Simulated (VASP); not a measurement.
Set up this calculation in VASP 6.6.1, as the native input.

```yaml
Task: relaxation of cell and atoms
Functional: PBEsol
Potentials_or_basis: VASP PAW PBE potentials, release 64 (Ti_sv, C)
Cutoff: 600 eV
k_mesh: 18 × 18 × 18
Occupations: fermi-dirac, width 0.05 eV
Spin: no spin polarisation
Target_pressure: 7 GPa
Dipole_correction: no
Further_INCAR_settings: ALGO = Normal; EDIFF = 1e-07; IBRION = 2; EDIFFG = -0.002; NSW = 100; ISIF = 3
```

The structure of TiC lies in POSCAR:

```
TiC
1.0
    0.0000000000      2.1467070539      2.1467070539
    2.1467070539      0.0000000000      2.1467070539
    2.1467070539      2.1467070539      0.0000000000
Ti C
1 1
Direct
    0.0000000000      0.0000000000      0.0000000000
    0.5000000000      0.5000000000      0.5000000000
```

The input as run:

INCAR

```
SYSTEM = TiC
PREC = Accurate ; ENCUT = 600
EDIFF = 1E-7 ; ISMEAR = -1
SIGMA = 0.05 ; LREAL = .FALSE.
LASPH = .TRUE. ; NELM = 120
ALGO = Normal ; ISIF = 3
LWAVE = .FALSE. ; LCHARG = .FALSE.
GGA = PS ; IBRION = 2
NSW = 100 ; EDIFFG = -0.002
PSTRESS = 70.0 ; GGA_COMPAT = .FALSE.
NELMIN = 4
```

KPOINTS

```
regular mesh
0
G
  18 18 18
  0 0 0
```

Potentials or basis: VASP PAW PBE potentials, release 64 (Ti_sv, C).

Launch:

```bash
$ cat potpaw_PBE.64/Ti_sv/POTCAR potpaw_PBE.64/C/POTCAR > POTCAR
$ mpirun -np 1 vasp_std > vasp.out
```

It gave:

```json
{
 "Relaxed volume": "9.65 Å³/atom",
 "Relaxed cell": "a = 3.011 Å, b = 3.011 Å, c = 3.011 Å, α = 60.00°, β = 60.00°, γ = 60.00°",
 "Space group after relaxing (to 0.05 Å)": "Fm-3m (No. 225)",
 "Energy change on relaxing (the enthalpy is what falls)": "+5.3 meV/atom",
 "Ionic steps": "6",
 "Pressure after relaxing": "7.0 GPa",
 "Band gap on the k mesh": "zero (band 8 reaches 10.59 eV, above the bottom of band 9 at 9.50 eV)"
}
```

Caveat: the cell is relaxed towards a set pressure, so the enthalpy falls and the energy may rise; the PAW data sets were made with another functional, which shifts forces and pressure a little.

Wall time 2.3 min on 1 thread of Intel Xeon 6975P-C (shared host), peak memory 0.2 GiB.
